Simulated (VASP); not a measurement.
A run of VASP 6.6.1:

Contents of INCAR:

```
SYSTEM = Mg3PtCl
PREC = Accurate
ENCUT = 520
EDIFF = 1E-6
ISMEAR = 0
SIGMA = 0.1
LREAL = .FALSE.
LASPH = .TRUE.
NELM = 60
ALGO = Normal
ISIF = 2
LWAVE = .FALSE.
LCHARG = .FALSE.
GGA = PE
NBANDS = 20
```

File KPOINTS:

```
Automatic mesh
0
G
  4 4 4
  0 0 0
```

The input POSCAR:

```
Mg3PtCl
1.0
    4.6809286300      0.0000000000      0.0000000000
    0.0000000000      4.6809286300      0.0000000000
    0.0000000000      0.0000000000      4.6809286300
Mg Pt Cl
3 1 1
Direct
    0.0000000000      0.5000000000      0.5000000000
    0.5000000000      0.0000000000      0.5000000000
    0.5000000000      0.5000000000      0.0000000000
    0.0000000000      0.0000000000      0.0000000000
    0.5000000000      0.5000000000      0.5000000000
```

Potentials or basis: VASP PAW PBE potentials, release 64 (Mg, Pt, Cl).

Command:

```console
$ cat potpaw_PBE.64/Mg/POTCAR potpaw_PBE.64/Pt/POTCAR potpaw_PBE.64/Cl/POTCAR > POTCAR
$ mpirun -np 1 vasp_std > vasp.out
```

Hardware: 1 thread of Intel Xeon 8259CL, on a shared host.

Question: Estimate the wall time of this run.

Answer: Wall time 34 s on 1 thread of Intel Xeon 8259CL, on a shared host, peak memory 0.22 GiB. Counts: scf iterations 12, k points 10.
